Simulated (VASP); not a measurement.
# Fe (Im-3m) in VASP: a series of runs

Runs on Fe. Level: LDA. Tasks: single point.

Everything below comes from runs of VASP 6.6.1. Logs are shortened: lines on timing, memory, paths and dates and some standing lists are left out, and cuts for length are marked.

### 1 The cell of the first run

Symmetry: Im-3m, No. 229, cubic system. Conventional cell: a = 2.750 Å, b = 2.750 Å, c = 2.750 Å, α = 90.00°, β = 90.00°, γ = 90.00°. Within 3.1 Å of Fe (site symmetry m-3m) lie 14 Fe at 2.38 to 2.75 Å.

### 2 Single point, LDA

Input file INCAR:

```
SYSTEM = Fe
PREC = Accurate
ENCUT = 520
EDIFF = 1E-6
ISMEAR = 0
SIGMA = 0.05
LREAL = .FALSE.
LASPH = .TRUE.
NELM = 80
ALGO = Normal
ISIF = 2
LWAVE = .FALSE.
LCHARG = .TRUE.
LELF = .TRUE.
LVHAR = .TRUE.
NBANDS = 10
```

Input file KPOINTS:

```
Automatic mesh
0
G
  22 22 22
  0 0 0
```

Input file POSCAR:

```
Fe
1.0
   -1.3748523950      1.3748523950      1.3748523950
    1.3748523950     -1.3748523950      1.3748523950
    1.3748523950      1.3748523950     -1.3748523950
Fe
1
Direct
    0.0000000000      0.0000000000      0.0000000000
```

Potentials or basis: VASP PAW LDA potentials, release 64 (Fe).

Started as:

```console
> cat potpaw_LDA.64/Fe/POTCAR > POTCAR
> mpirun -np 1 vasp_std > vasp.out
```

OUTCAR:

```text
SYSTEM = Fe
   PREC = Accurate
   ENCUT = 520
   EDIFF = 1E-6
   ISMEAR = 0
   LREAL = .FALSE.
   LASPH = .TRUE.
   NELM = 80
   ISIF = 2

 ion  position               nearest neighbor table
   1  0.000  0.000  0.000-

  LATTYP: Found a body centered cubic cell.
 ALAT       =     2.7497047900

  Lattice vectors:

 A1 = (  -1.3748523950,   1.3748523950,   1.3748523950)
 A2 = (   1.3748523950,  -1.3748523950,   1.3748523950)
 A3 = (   1.3748523950,   1.3748523950,  -1.3748523950)

Analysis of symmetry for initial positions (statically):
=====================================================================
 Subroutine PRICEL returns:
 Original cell was already a primitive cell.

 Routine SETGRP: Setting up the symmetry group for a
 body centered cubic supercell.

 Subroutine GETGRP returns: Found 48 space group operations
 (whereof 48 operations were pure point group operations)
 out of a pool of 48 trial point group operations.

The static configuration has the point symmetry O_h .

Analysis of symmetry for dynamics (positions and initial velocities):
=====================================================================
 Subroutine PRICEL returns:
 Original cell was already a primitive cell.

 Routine SETGRP: Setting up the symmetry group for a
 body centered cubic supercell.

 Subroutine GETGRP returns: Found 48 space group operations
 (whereof 48 operations were pure point group operations)
 out of a pool of 48 trial point group operations.

The dynamic configuration has the point symmetry O_h .

 Subroutine INISYM returns: Found 48 space group operations
 (whereof 48 operations are pure point group operations),
 and found     1 'primitive' translations

----------------------------------------------------------------------------------------

                                     Primitive cell

  volume of cell :      10.3951

  direct lattice vectors                    reciprocal lattice vectors
    -1.374852395  1.374852395  1.374852395     0.000000000  0.363675404  0.363675404
     1.374852395 -1.374852395  1.374852395     0.363675404  0.000000000  0.363675404
     1.374852395  1.374852395 -1.374852395     0.363675404  0.363675404  0.000000000

  length of vectors
     2.381314201  2.381314201  2.381314201     0.514314688  0.514314688  0.514314688

  position of ions in fractional coordinates (direct lattice)
     0.000000000  0.000000000  0.000000000

  ion indices of the primitive-cell ions
   primitive index   ion index
                 1           1

----------------------------------------------------------------------------------------

 KPOINTS: Automatic mesh

Automatic generation of k-mesh.
 Grid dimensions read from file:
 generate k-points for:   22   22   22

 Generating k-lattice:

  Cartesian coordinates                     Fractional coordinates (reciprocal lattice)
     0.000000000  0.016530700  0.016530700     0.045454545  0.000000000  0.000000000
     0.016530700  0.000000000  0.016530700     0.000000000  0.045454545  0.000000000
     0.016530700  0.016530700  0.000000000     0.000000000  0.000000000  0.045454545

  Length of vectors
     0.023377940  0.023377940  0.023377940

  Shift w.r.t. Gamma in fractional coordinates (k-lattice)
     0.000000000  0.000000000  0.000000000

 Subroutine IBZKPT returns following result:
 ===========================================

 Found    328 irreducible k-points:

 Following reciprocal coordinates:
            Coordinates               Weight
  0.000000  0.000000  0.000000      1.000000
  0.045455  0.000000  0.000000     12.000000
  0.090909  0.000000  0.000000     12.000000
  0.136364  0.000000  0.000000     12.000000
  0.181818  0.000000  0.000000     12.000000
  0.227273  0.000000  0.000000     12.000000
[... 16 lines left out ...]
  0.090909  0.090909  0.000000     24.000000
  0.136364  0.090909  0.000000     48.000000
 [... further k-points ...]
   k-points           NKPTS =    328   k-points in BZ     NKDIM =    328   number of bands    NBANDS=     10
   number of dos      NEDOS =    301   number of ions     NIONS =      1
   total plane-waves  NPLWV =   5832
   dimension x,y,z NGX =    18 NGY =   18 NGZ =   18
   dimension x,y,z NGXF=    36 NGYF=   36 NGZF=   36
   ions per type =               1
   NGX,Y,Z   is equivalent  to a cutoff of  12.57, 12.57, 12.57 a.u.
   NGXF,Y,Z  is equivalent  to a cutoff of  25.13, 25.13, 25.13 a.u.
 SYSTEM =  Fe
   PREC   = accura    normal or accurate (medium, high low for compatibility)
   ISTART =      0    job   : 0-new  1-cont  2-samecut
   ICHARG =      2    charge: 1-file 2-atom 10-const
   ISPIN  =      1    spin polarized calculation?
   LNONCOLLINEAR =      F non collinear calculations
   LSORBIT =      F    spin-orbit coupling
   LASPH  =      T    aspherical Exc in radial PAW
   ENCUT  =  520.0 eV  38.22 Ry    6.18 a.u.   4.43  4.43  4.43*2*pi/ulx,y,z
   NELM   =     80;   NELMIN=  2; NELMDL= -5     # of ELM steps
   EDIFF  = 0.1E-05   stopping-criterion for ELM
   LREAL  =      F    real-space projection
   EDIFFG = 0.1E-04   stopping-criterion for IOM
   NSW    =      0    number of steps for IOM
   IBRION =     -1    ionic relax: 0-MD 1-quasi-New 2-CG
   NFREE  =      0    steps in history (QN), initial steepest desc. (CG)
   ISIF   =      2    stress and relaxation
   ISYM   =      2    0-nonsym 1-usesym 2-fastsym
   POTIM  = 0.5000    time-step for ionic-motion
   TEBEG  =    0.0;   TEEND  =   0.0 temperature during run
   PSTRESS=    0.0 pullay stress
   NELECT =       8.0000    total number of electrons
   NUPDOWN=      -1.0000    fix difference up-down
   EMIN   =  10.00;   EMAX   =-10.00  energy-range for DOS
   EFERMI =   0.00;   METHOD = LEGACY
   ISMEAR =     0;   SIGMA  =   0.05  broadening in eV -4-tet -1-fermi 0-gaus
   EFERMI_NEDOS =   21; number of points for ismear=-14 and -15
   IALGO  =     38    algorithm
   IMIX   =      4    mixing-type and parameters
     AMIX     =   0.40;   BMIX     =  1.00
     AMIX_MAG =   1.60;   BMIX_MAG =  1.00
  volume/ion in A,a.u.               =      10.40        70.15
  Fermi-wavevector in a.u.,A,eV,Ry     =   1.500245  2.835051 30.623096  2.250734
  Thomas-Fermi vector in A             =   2.611770
   LORBIT       =      0    0 simple, 1 ext, 2 COOP (PROOUT), +10 PAW based schemes
   GGA     = CA    functional components
   LHFCALC =     F    Hartree Fock is set to
   AEXX    =    0.0000 exact exchange contribution
   IVDW    =     0    specifies the selected vdW correction
   LEPSILON=     F    determine dielectric tensor
   LRPA    =     F    only Hartree local field effects (RPA)
 non-spin polarized calculation
 Gauss-broadening in eV      SIGMA  =   0.05
  energy-cutoff  :      520.00
  volume of cell :       10.40
 maximum number of plane-waves:       321
 NGX is ok and might be reduce to    18
   NGX =  9   NGY =  9   NGZ =  9

 number of electron       7.9999992 magnetization

 Free energy of the ion-electron system (eV)
  ---------------------------------------------------
  ext. energy  EPLUGINS =         0.00000000
  ---------------------------------------------------
  free energy    TOTEN  =        -8.94835383 eV

  energy without entropy =       -8.94431301  energy(sigma->0) =       -8.94633342

 E-fermi :   6.6749     XC(G=0): -13.9556

 val. band max:        6.6730536044   @ k =  -0.3636  -0.4091   0.0909
 cond. band min:       6.6804606139   @ k =  -0.0909   0.0909   0.0455
 fundamental gap:      0.0074070094
 Fermi energy:         6.6748521568

 k-point     1 :       0.0000    0.0000    0.0000
  band No.  band energies     occupation
      1      -2.2156      2.00000
      2       4.8584      2.00000
      3       4.8584      2.00000
      4       4.8584      2.00000
      5       6.6085      1.93926
      6       6.6085      1.93925
      7      32.4939      0.00000
      8      32.4939      0.00000
      9      32.4939      0.00000
     10      38.3374      0.00000

 k-point     2 :       0.0455    0.0000    0.0000
  band No.  band energies     occupation
      1      -2.1232      2.00000
      2       4.8293      2.00000
      3       4.8555      2.00000
      4       4.9130      2.00000
      5       6.5772      1.99423
      6       6.6108      1.92976
      7      31.9664      0.00000
      8      32.3927      0.00000
      9      32.4634      0.00000
     10      37.9904      0.00000

 k-point     3 :       0.0909    0.0000    0.0000
  band No.  band energies     occupation
      1      -1.8499      2.00000
      2       4.7448      2.00000
      3       4.8413      2.00000
      4       5.0740      2.00000
      5       6.4963      2.00000
      6       6.6181      1.89149
      7      30.6459      0.00000
      8      32.0307      0.00000
      9      32.3811      0.00000
     10      37.5145      0.00000

 k-point     4 :       0.1364    0.0000    0.0000
  band No.  band energies     occupation
      1      -1.4086      2.00000
      2       4.6136      2.00000
      3       4.8028      2.00000
      4       5.3338      2.00000
      5       6.4010      2.00000
      6       6.6315      1.77972
      7      28.8862      0.00000
      8      31.3418      0.00000
      9      32.2679      0.00000
     10      36.5182      0.00000

 k-point     5 :       0.1818    0.0000    0.0000
  band No.  band energies     occupation
      1      -0.8241      2.00000
      2       4.4483      2.00000
      3       4.7332      2.00000
      4       5.6787      2.00000
      5       6.3346      2.00000
      6       6.6522      1.47771
      7      26.8919      0.00000
      8      30.4082      0.00000
      9      32.1453      0.00000
     10      34.9371      0.00000

 k-point     6 :       0.2273    0.0000    0.0000
  band No.  band energies     occupation
      1      -0.1418      2.00000
      2       4.2641      2.00000
      3       4.6599      2.00000
      4       6.0894      2.00000
      5       6.3235      2.00000
      6       6.6808      0.86650
      7      24.7901      0.00000
      8      29.3872      0.00000
      9      32.0288      0.00000
     10      33.4449      0.00000
[... 183 lines left out ...]
 k-point    21 :       0.4091    0.0455   -0.0000
  band No.  band energies     occupation
      1       1.7458      2.00000
      2       3.6015      2.00000
      3       6.1556      2.00000
      4       6.6094      1.93586
      5       7.0367      0.00000
      6       8.1411      0.00000
      7      16.3716      0.00000
      8      25.7540      0.00000
      9      28.3337      0.00000
     10      32.1569      0.00000

 k-point    22 :       0.4545    0.0455    0.0000
  band No.  band energies     occupation
      1       1.7625      2.00000
      2       3.5534      2.00000
      3       6.4666      2.00000
      4       6.6034      1.95681
      5       7.2358      0.00000
      6       8.4043      0.00000
      7      15.4824      0.00000
      8      25.5414      0.00000
      9      28.0275      0.00000
     10      32.1263      0.00000

 k-point    23 :       0.0909    0.0909    0.0000
  band No.  band energies     occupation
      1      -1.1504      2.00000
      2       4.6010      2.00000
      3       4.6805      2.00000
      4       5.5234      2.00000
      5       6.3269      2.00000
      6       6.6686      1.13943
      7      28.5251      0.00000
      8      29.7841      0.00000
      9      32.9525      0.00000
     10      34.8145      0.00000

 k-point    24 :       0.1364    0.0909    0.0000
  band No.  band energies     occupation
      1      -0.5772      2.00000
      2       4.4529      2.00000
      3       4.5773      2.00000
      4       5.8884      2.00000
      5       6.2528      2.00000
      6       6.7128      0.28343
      7      26.8635      0.00000
      8      28.6052      0.00000
      9      32.9280      0.00000
     10      33.4388      0.00000

 [... further k-points ...]

------------------------ aborting loop because EDIFF is reached ----------------------------------------

  FORCE on cell =-STRESS in cart. coord.  units (eV):
  Direction    XX          YY          ZZ          XY          YZ          ZX
  --------------------------------------------------------------------------------------
  -------------------------------------------------------------------------------------
  Total       -1.0919919     -1.0919919     -1.0919919      0.0000000     -0.0000000     -0.0000000
  in kB     -168.3068446   -168.3068446   -168.3068446      0.0000000     -0.0000000     -0.0000000
  external PRESSURE =    -168.3068446 kB  Pullay stress =       0.0000000 kB

 VOLUME and BASIS-vectors are now :
 -----------------------------------------------------------------------------
  energy-cutoff  :      520.00
  volume of cell :       10.40
      direct lattice vectors                 reciprocal lattice vectors
    -1.374852395  1.374852395  1.374852395     0.000000000  0.363675404  0.363675404
     1.374852395 -1.374852395  1.374852395     0.363675404  0.000000000  0.363675404
     1.374852395  1.374852395 -1.374852395     0.363675404  0.363675404  0.000000000

 POSITION                                       TOTAL-FORCE (eV/Angst)
 -----------------------------------------------------------------------------------
      0.00000      0.00000      0.00000        -0.000000      0.000000     -0.000000
 -----------------------------------------------------------------------------------
    total drift:                                0.000000      0.000000     -0.000000

  FREE ENERGIE OF THE ION-ELECTRON SYSTEM (eV)
  ---------------------------------------------------
  free  energy   TOTEN  =        -8.9483538294 eV

  energy  without entropy=       -8.9443130105  energy(sigma->0) =       -8.94633342
```

Wall time 13 s (1 thread of Intel Xeon 6975P-C (Granite Rapids), shared host); peak memory 0.13 GiB.

Results:

| Item | Value |
| --- | --- |
| Free energy | -8.9484 eV |
| Pressure | -16.8 GPa |
| Band gap on the k mesh | zero (bands 4 and 5 overlap by 2.16 eV) |

Caveat: the cell stands under tension; the run has no spin polarisation, though such a crystal can be magnetic.

### 3 Single point, LDA, collinear spin, ferromagnetic start (9.98 Å³/atom)

This run uses another cell than the first one, of 9.98 Å³/atom.

Input file INCAR:

```
  PREC = Accurate
  ENCUT = 520
  EDIFF = 1E-6
  ISMEAR = 0
  SIGMA = 0.05
  LREAL = False
  LASPH = True
  NELM = 150
  ALGO = Normal
  ISIF = 2
  LWAVE = False
  LCHARG = False
  ISPIN = 2
  MAGMOM = 2.13
  LORBIT = 11
  LMAXMIX = 4
  NBANDS = 14
```

Input file KPOINTS:

```
regular mesh
0
Gamma
  22 22 22
```

Input file POSCAR:

```
Fe
1.0
   -1.3562710308      1.3562710308      1.3562710308
    1.3562710308     -1.3562710308      1.3562710308
    1.3562710308      1.3562710308     -1.3562710308
Fe
1
Direct
    0.0000000000      0.0000000000      0.0000000000
```

Potentials or basis: VASP PAW LDA potentials, release 64 (Fe).

Started as:

```console
> cat potpaw_LDA.64/Fe/POTCAR > POTCAR
> mpirun -np 1 vasp_std > vasp.out
```

Wall time 36 s (1 thread of Intel Xeon 6975P-C (Granite Rapids), shared host); peak memory 0.17 GiB.

The run converged. Its results:

- Free energy: -9.2118 eV
- Pressure: 10.4 GPa
- Net moment: 1.88 μB per cell
- Site moments: Fe +1.84 μB
- Valence electrons inside the program's atomic spheres: Fe 7.58

Levels at points of the mesh, in eV from the Fermi level:
Spin up:
```csv
k point,band 3,band 4,band 5,band 6,band 7,band 8
"(0.00, 0.00, 0.00)",-2.61,-2.61,-0.96,-0.96,26.06,26.06
"(0.50, 0.00, 0.00)",-0.91,-0.71,0.34,0.72,8.56,19.28
"(0.50, 0.50, 0.50)",0.38,0.38,0.38,10.70,10.70,10.70
```
Spin down:
```csv
k point,band 1,band 2,band 3,band 4,band 5,band 6,band 7
"(0.00, 0.00, 0.00)",-8.99,-1.09,-1.09,-1.09,1.08,1.08,26.24
"(0.50, 0.00, 0.00)",-4.67,-2.59,0.72,1.00,1.39,2.48,9.75
"(0.50, 0.50, 0.50)",-4.29,-4.29,2.12,2.12,2.12,11.15,11.15
```

Caveat: the cell stands under pressure.

### 4 Single point, LDA, collinear spin, ferromagnetic start (10.19 Å³/atom)

This run uses another cell than the first one, of 10.19 Å³/atom.

Input file INCAR:

```
SYSTEM = Fe
PREC     = Accurate       ! precision mode
ENCUT    = 520            ! plane-wave cutoff, eV
EDIFF    = 1E-6           ! SCF threshold, eV
ISMEAR   = 0              ! smearing method
SIGMA    = 0.05           ! smearing width, eV
LREAL    = .False.        ! projectors in reciprocal space
LASPH    = .True.         ! aspherical terms in the spheres
NELM     = 150            ! most SCF steps
ALGO     = Normal         ! electronic algorithm
ISIF     = 2              ! what is computed and relaxed
LWAVE    = .False.        ! write WAVECAR
LCHARG   = .False.        ! write CHGCAR
ISPIN    = 2              ! spin polarisation
MAGMOM   = 2.18           ! initial moments
LORBIT   = 11             ! projections on sites
LMAXMIX  = 4              ! l up to which the mixer works
NBANDS   = 14             ! bands
```

Input file KPOINTS:

```
Automatic mesh
0
Gamma
  22 22 22
  0 0 0
```

Input file POSCAR:

```
Fe
1.0
   -1.3656249197      1.3656249197      1.3656249197
    1.3656249197     -1.3656249197      1.3656249197
    1.3656249197      1.3656249197     -1.3656249197
Fe
1
Direct
    0.0000000000      0.0000000000      0.0000000000
```

Started as:

```console
> cat potpaw_LDA.64/Fe/POTCAR > POTCAR
> mpirun -np 1 vasp_std > vasp.out
```

Run time: 38 s. Hardware: 1 thread of Intel Xeon 6975P-C (Granite Rapids), shared host; peak memory 0.17 GiB.

Results (log left out):

| Item | Value |
| --- | --- |
| Free energy | -9.2213 eV |
| Pressure | 4.3 GPa |
| Net moment | 1.91 μB per cell |
| Site moments | Fe +1.88 μB |
| Valence electrons inside the program's atomic spheres | Fe 7.53 |

Levels at points of the mesh, in eV from the Fermi level:
Spin up:
```tsv
k point	band 1	band 2	band 3	band 4	band 5	band 6	band 7	band 8	band 9	band 10
(0.00, 0.00, 0.00)	-9.23	-2.55	-2.55	-2.55	-0.96	-0.96	25.87	25.87	25.87	31.77
(0.50, 0.00, 0.00)	-5.61	-3.86	-0.91	-0.71	0.35	0.67	8.36	19.12	21.78	25.01
(0.50, 0.50, 0.50)	-5.52	-5.52	0.34	0.34	0.34	10.55	10.55	10.55	16.81	16.81
```
Spin down:
| k point | band 1 | band 2 | band 3 | band 4 | band 5 | band 6 |
| --- | --- | --- | --- | --- | --- | --- |
| (0.00, 0.00, 0.00) | -8.86 | -1.01 | -1.01 | -1.01 | 1.11 | 1.11 |
| (0.50, 0.00, 0.00) | -4.51 | -2.46 | 0.73 | 1.03 | 1.41 | 2.47 |
| (0.50, 0.50, 0.50) | -4.12 | -4.12 | 2.11 | 2.11 | 2.11 | 10.99 |

Caveat: the cell stands under pressure.

### 5 Overview

| spin | cell | gap on the mesh (eV) | pressure (GPa) | moment (μB) |
| --- | --- | --- | --- | --- |
| off | a = 2.381 Å, angles 109.5°, 1 atom | none | -16.8 | - |
| collinear, ferromagnetic start | a = 2.349 Å, angles 109.5°, 1 atom | none | 10.4 | 1.88 |
| collinear, ferromagnetic start | a = 2.365 Å, angles 109.5°, 1 atom | none | 4.3 | 1.91 |

Alike in all rows: task single point; level LDA; potentials or basis VASP PAW LDA potentials, release 64 (Fe); k mesh 22 × 22 × 22; cutoff (eV) 520; smearing gaussian 0.05 eV.

Caveats: the cell stands under pressure (at least some runs); the cell stands under tension (at least some runs).

Absolute energies hang on the potentials; compare differences alone.
